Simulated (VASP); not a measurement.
# Bi2Te3 (Tellurobismuthite): single point with PBE

**The experiment to reproduce.**

“Vacancy and Antisite-Induced Ferromagnetism in Liquid-Phase Exfoliated Bi2Te3”, 2024, arxiv:2412.10539 quotes, for a bulk crystal of Bi2Te3: band gap 0.17 eV.

The system is Bi2Te3 (Tellurobismuthite).

```
Bi Te
1.0
     2.22317    1.28355   10.66338
    -2.22317    1.28355   10.66338
     0.00000   -2.56709   10.66338
Bi Te
2 3
Direct
  0.39748 0.39748 0.39748
  0.60252 0.60252 0.60252
  0.00000 0.00000 0.00000
  0.21532 0.21532 0.21532
  0.78468 0.78468 0.78468
```

- Program: VASP 6.6.1
- Task: single point
- Functional: PBE
- Potentials or basis: VASP PAW PBE potentials, release 64 (Bi_d, Te)
- Cutoff: 520 eV
- k mesh: 6 × 6 × 6
- Occupations: fermi-dirac, width 0.02 eV
- Spin: no spin polarisation
- Dipole correction: no
- Further INCAR settings: ALGO = Normal; EDIFF = 1e-06; NBANDS = 32

```yaml
Pressure: 0.0 GPa
Largest_force: 0.009 eV/Å
Band_gap_on_the_k_mesh: 0.51 eV, direct
```

Forces in eV/Å, atoms in the order of the input:
```
Bi   0.000  0.000 -0.009
Bi   0.000  0.000  0.009
Te   0.000  0.000  0.000
Te   0.000  0.000 -0.008
Te   0.000  0.000  0.008
```

Levels at points of the mesh, in eV from the valence-band top:
| k point | band 20 | band 21 | band 22 | band 23 | band 24 | band 25 | band 26 | band 27 | band 28 | band 29 |
| --- | --- | --- | --- | --- | --- | --- | --- | --- | --- | --- |
| (0.00, 0.00, 0.00) | -1.29 | -1.29 | -0.61 | -0.61 | 0.00 | 0.51 | 1.08 | 1.08 | 2.05 | 2.25 |
| (0.50, 0.00, 0.00) | -2.51 | -2.38 | -1.70 | -0.70 | -0.47 | 0.90 | 1.62 | 2.70 | 3.01 | 3.65 |
| (0.50, 0.50, 0.00) | -2.14 | -1.62 | -1.46 | -1.00 | -0.85 | 1.40 | 1.53 | 2.16 | 2.84 | 3.14 |
| (0.50, 0.50, 0.50) | -1.17 | -1.17 | -0.73 | -0.73 | -0.26 | 0.79 | 1.31 | 1.31 | 1.92 | 2.02 |

Wall time 16 min on 1 thread of Intel(R) Xeon(R) 6975P-C (Granite Rapids), with other jobs on the host, peak memory 1.1 GiB.

Against the measured gap of Bi2Te3, 0.17 eV (quoted in “Vacancy and Antisite-Induced Ferromagnetism in Liquid-Phase Exfoliated Bi2Te3”, 2024, arxiv:2412.10539), the calculated 0.51 eV is off by +0.34 eV. Spin-orbit coupling on Bi, Te is left out. The value is that of PBE on a finite k mesh, which can miss the band edges, without temperature or zero-point motion.

Caveat: spin-orbit coupling is left out, which moves the levels of the heavy elements.
